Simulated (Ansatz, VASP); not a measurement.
Two plane-wave programs on TiAl3

File INCAR:

```
SYSTEM = TiAl3
ALGO = Normal
EDIFF = 1E-6
ENCUT = 520
GGA = PS
ISIF = 2
ISMEAR = -1
LASPH = .TRUE.
LCHARG = .FALSE.
LREAL = .FALSE.
LWAVE = .FALSE.
NBANDS = 18
NELM = 60
PREC = Accurate
SIGMA = 0.05
```

Contents of KPOINTS:

```
k-points
0
G
  5 3 3
  0 0 0
```

File POSCAR:

```
TiAl3
1.0
    2.8396770000      0.0000000000      0.0000000000
    0.0000000000      4.6812640000      0.0000000000
    0.0000000000      0.0000000000      4.9007420000
Ti Al
1 3
Direct
    0.0000000000      0.5000000000      0.1659160000
    0.0000000000      0.0000000000      0.8359000000
    0.5000000000      0.0000000000      0.3309120000
    0.5000000000      0.5000000000      0.6672710000
```

input.yaml

```yaml
crystal:
  lattice:
    - [2.839677, 0.0, 0.0]
    - [0.0, 4.681264, 0.0]
    - [0.0, 0.0, 4.900742]
  atoms:
    - { symbol: Ti, position: [0.0, 0.5, 0.165916] }
    - { symbol: Al, position: [0.0, 0.0, 0.8359] }
    - { symbol: Al, position: [0.5, 0.0, 0.330912] }
    - { symbol: Al, position: [0.5, 0.5, 0.667271] }
hamiltonian:
  xc: pbesol
  pseudopotentials: { kind: paw }
kpoints:
  mp_grid: { grid: [5, 3, 3] }
  band_path:
    path:
      - [[0.0, 0.0, 0.0], [0.5, 0.0, 0.0], [0.5, 0.5, 0.0], [0.0, 0.5, 0.0], [0.0, 0.0, 0.0], [0.0, 0.0, 0.5], [0.5, 0.0, 0.5], [0.5, 0.5, 0.5], [0.0, 0.5, 0.5], [0.0, 0.0, 0.5]]
      - [[0.0, 0.5, 0.0], [0.0, 0.5, 0.5]]
      - [[0.5, 0.0, 0.5], [0.5, 0.0, 0.0]]
      - [[0.5, 0.5, 0.0], [0.5, 0.5, 0.5]]
    npoints: 14
scf:
  occupations: { method: fermi_dirac, width: 0.05 }
  n_extra_bands: 10
output:
  forces: true
  stress: true
  eigenvalues: true
  fatbands: false
  write_density: true
  write_potential: true
  elf: true
  volumetric_format: npy
```

Alike in both runs: functional PBEsol; k mesh 5 × 3 × 3; occupations fermi-dirac, width 0.05 eV; no spin polarisation.

|  | VASP | Ansatz |
| --- | --- | --- |
| version | VASP 6.6.1 | Ansatz 0.2.0 |
| potentials or method | VASP PAW PBE potentials, release 64 (Ti_sv, Al) | Ansatz PAW |
| plane-wave cutoff (eV) | 520 | 420 |
| valence electrons in the cell | 21 | 21 |
| task | single point | band structure |

|  | VASP | Ansatz | Ansatz less VASP |
| --- | --- | --- | --- |
| gap on the k mesh at the Fermi level (eV) | none | none | - |
| pressure (GPa) | -2.4 | -2.4 | -0.07 |
| traceless stress, the component that is largest in VASP (GPa) | -0.77 | -0.76 | +0.010 |
| rms of the force components (eV/Å) | 0.069 | 0.070 | +0.0011 |

VASP's potentials were made for PBE, not for PBEsol. Atom by atom the forces differ by 0.001 eV/Å (rms over components). A gap of «none» marks a metal or a gap that the smearing closes.

The k mesh is coarse, so the values compare programs but aren't converged.
